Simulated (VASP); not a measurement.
## GaSb: single point with LDA

Crystal: GaSb.

```
Ga Sb
1.0
    -1.51682    2.41158    3.01444
     1.51682   -2.41158    3.01444
     1.51682    2.41158   -3.01444
Ga Sb
1 1
Direct
  0.00000 0.00000 0.00000
  0.50000 0.50000 0.00000
```

This cell differs from its parent crystal: strain +e along x and -e along y +0.0000, strain +e along z and -e/2 along x and y +0.0750.

```yaml
Program: VASP 6.6.1
Task: single point
Functional: LDA
Potentials_or_basis: VASP PAW LDA potentials, release 64 (Ga_d, Sb)
Cutoff: 520 eV
k_mesh: 16 × 16 × 16
Occupations: gaussian, width 0.15 eV
Spin: no spin polarisation
```

```yaml
Pressure: 2.2 GPa
Band_gap_on_the_k_mesh: zero (bands 9 and 10 overlap by 6.31 eV)
```

Stress tensor (GPa, compression positive):
```
 7.47  0.00  0.00
 0.00  7.02  0.00
 0.00  0.00 -7.82
```

Levels at points of the mesh, in eV from the Fermi level:
```
           k point  band 7  band 8  band 9  band 10  band 11  band 12
(0.00, 0.00, 0.00)   -3.02   -2.75   -0.87     3.59     4.13     5.07
(0.50, 0.00, 0.00)   -8.68   -0.87    0.60     3.59     4.18     5.05
(0.00, 0.50, 0.00)   -6.73   -1.22   -0.23     0.11     1.05     2.12
(0.50, 0.50, 0.00)   -5.64   -3.56   -3.20    -1.54     3.05     5.74
(0.50, 0.50, 0.50)   -5.64   -5.45   -5.07     3.18     7.14     9.00
```

Run time: 2.3 min on 1 thread of Intel(R) Xeon(R) Platinum 8488C (Sapphire Rapids) (shared host), peak memory 0.53 GiB.

Caveat: the cell differs from its parent crystal (strain +e along x and -e along y +0.0000, strain +e along z and -e/2 along x and y +0.0750); the stress differs along the axes, from -8 to 7 GPa; spin-orbit coupling is left out, which moves the levels of the heavy elements.
